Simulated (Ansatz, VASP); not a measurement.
## GaAs in VASP and in Ansatz

Contents of INCAR:

```
PREC     = Accurate       # precision mode
ENCUT    = 520            # plane-wave cutoff, eV
EDIFF    = 1E-6           # SCF threshold, eV
ISMEAR   = 0              # smearing method
SIGMA    = 0.01           # smearing width, eV
LREAL    = False          # projectors in reciprocal space
LASPH    = True           # aspherical terms in the spheres
NELM     = 150            # most SCF steps
ALGO     = Normal         # electronic algorithm
ISIF     = 2              # what is computed and relaxed
LWAVE    = False          # write WAVECAR
LCHARG   = False          # write CHGCAR
LNONCOLLINEAR= True           # non-collinear magnetism
MAGMOM   = 0 0 0 0 0 0    # initial moments
LORBIT   = 11             # projections on sites
LSORBIT  = True           # spin-orbit coupling
GGA_COMPAT= False        
LORBMOM  = True         
GGA      = PS             # functional
NBANDS   = 30             # bands
```

KPOINTS

```
regular mesh
0
Gamma
  6 6 6
```

File POSCAR:

```
GaAs
1.0
    3.9977700000      0.0000000000      0.0000000000
    1.9988850000      3.4621703785      0.0000000000
    1.9988850000      1.1540567928      3.2641655363
Ga As
1 1
Direct
    0.0000000000      0.0000000000      0.0000000000
    0.2500000000      0.2500000000      0.2500000000
```

Input for Ansatz:

```yaml
crystal:
  lattice:
    - [3.99777, 0.0, 0.0]
    - [1.9988850000000005, 3.4621703784873152, 0.0]
    - [1.9988850000000005, 1.1540567928291052, 3.264165536335435]
  atoms:
    - { symbol: Ga, position: [0.0, 0.0, 0.0] }
    - { symbol: As, position: [0.24999999999999997, 0.25000000000000006, 0.25] }
kpoints:
  mp_grid:
    grid: [6, 6, 6]
hamiltonian:
  xc: pbesol
magnetization:
  noncollinear: true
  spin_orbit: true
scf:
  occupations:
    method: fixed
output:
  eigenvalues: true
```

Alike in both runs: task single point; functional PBEsol; k mesh 6 × 6 × 6; non-collinear spin, spin-orbit coupling.

|  | VASP | Ansatz |
| --- | --- | --- |
| version | VASP 6.6.1 | Ansatz 0.2.0 |
| potentials or method | VASP PAW PBE potentials, release 64 (Ga_d, As) | plane waves, PAW |
| plane-wave cutoff (eV) | 520 | 420 |
| occupations | gaussian, width 0.01 eV | fixed |
| valence electrons in the cell | 18 | 28 |

```csv
,VASP,Ansatz,Ansatz less VASP
net moment per atom (μB),0.00,0.00,0.000
```

VASP's potentials were made for PBE, not for PBEsol. VASP's potentials hold 18 valence electrons a cell and Ansatz's 28, so a difference there can come from the potentials and not from the codes.
